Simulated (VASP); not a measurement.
Runs of VASP 6.6.1 on P. The structure is that of space group Pm-3m (No. 221), or close to it. The cells are those of the table. 

| cell | k mesh | gap on the mesh (eV) | pressure (GPa) |
| --- | --- | --- | --- |
| a = 2.103 Å, 1 atom | 20 × 20 × 20 | none | (a) |
| a = 2.023 Å, 1 atom | 8 × 8 × 8 | none | (b) |
| a = 2.020 Å, 1 atom | 20 × 20 × 20 | none | 199.5 |
| a = 1.899 Å, 1 atom | 20 × 20 × 20 | none | 398.5 |
| a = 1.950 Å, 1 atom | 20 × 20 × 20 | none | 299.0 |
| a = 2.393 Å, 1 atom | 20 × 20 × 20 | none | 0.1 |

Alike in all rows: task single point; level PBEsol+D3(BJ); potentials or basis VASP PAW PBE potentials, release 64 (P); no spin polarisation; cutoff (eV) 500; smearing gaussian 0.1 eV.

Estimate the missing entries.

(a) 119.9; (b) 199.8.

Caveats: some runs use coarse meshes; the PAW data sets were made with another functional, which shifts forces and pressure a little; pairwise dispersion overbinds metals, which lowers pressure and volume.

A gap of «none» marks levels without a gap at the run's occupations.
